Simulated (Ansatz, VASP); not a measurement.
**Sn: VASP beside Ansatz**

```
Sn
1.0
     0.00000    3.32890    3.32890
     3.32890    0.00000    3.32890
     3.32890    3.32890    0.00000
Sn
2
Direct
  0.50000 0.50000 0.50000
  0.75000 0.75000 0.75000
```

Alike in both runs: task single point; functional PBE; k mesh 8 × 8 × 8; occupations methfessel-paxton of order 1, width 0.1 eV; no spin polarisation.

```csv
,VASP,Ansatz
version,VASP 6.6.1,Ansatz 0.2.0
potentials or method,"VASP PAW PBE potentials, release 64 (Sn_d), cutoff 520 eV","plane waves (420 eV) with PAW, scalar-relativistic"
valence electrons in the cell,28,28
```

```csv
,VASP,Ansatz,Ansatz less VASP
pressure (GPa),-0.1,-0.1,+0.04
```
